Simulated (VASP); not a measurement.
Input of a VASP 6.6.1 run:

Contents of POSCAR:

```
KCl
1.0
    4.3400788661      0.0000000000      0.0000000000
   -2.1700394331      3.7586185525      0.0000000000
    0.0000000000      0.0000000000      7.6359739997
K Cl
2 2
Direct
    0.0000000000      0.0000000000      0.0000000000
    0.0000000000      0.0000000000      0.5000000000
    0.3333333333      0.6666666667      0.2500000000
    0.6666666667      0.3333333333      0.7500000000
```

The input INCAR.step1:

```
ALGO     = Normal         # electronic algorithm
EDIFF    = 1E-4           # SCF threshold, eV
ENCUT    = 520            # plane-wave cutoff, eV
GGA      = PE             # functional
ISMEAR   = 0              # smearing method
LASPH    = T              # aspherical terms in the spheres
LCHARG   = F              # write CHGCAR
LREAL    = F              # projectors in reciprocal space
LWAVE    = T              # write WAVECAR
NBANDS   = 24             # bands
NELM     = 100            # most SCF steps
PREC     = Accurate       # precision mode
SIGMA    = 0.01           # smearing width, eV
```

File INCAR.step2:

```
ALGO     = Normal         # electronic algorithm
EDIFF    = 1E-6           # SCF threshold, eV
ENCUT    = 520            # plane-wave cutoff, eV
ISIF     = 2              # what is computed and relaxed
ISMEAR   = 0              # smearing method
ISTART   = 1            
LASPH    = T              # aspherical terms in the spheres
LCHARG   = T              # write CHGCAR
LELF     = T              # ELF
LMIXTAU  = T            
LREAL    = F              # projectors in reciprocal space
LVHAR    = T            
LWAVE    = F              # write WAVECAR
METAGGA  = R2SCAN         # meta-GGA
NBANDS   = 24             # bands
NELM     = 100            # most SCF steps
PREC     = Accurate       # precision mode
SIGMA    = 0.01           # smearing width, eV
```

File KPOINTS:

```
k-points
0
Gamma
  6 6 2
```

Potentials or basis: VASP PAW PBE potentials, release 64 (K_sv, Cl).

Launch:

```console
$ cat potpaw_PBE.64/K_sv/POTCAR potpaw_PBE.64/Cl/POTCAR > POTCAR
$ cp INCAR.step1 INCAR
$ mpirun -np 1 vasp_std > vasp.out
$ cp INCAR.step2 INCAR
$ mpirun -np 1 vasp_std > vasp.out
```

Q: Estimate the band gap on the k mesh.

A: 5.77 eV.

Q: Estimate the pressure.

A: 0.0 GPa.

Caveat: the PAW data sets were made with another functional, which shifts forces and pressure a little.
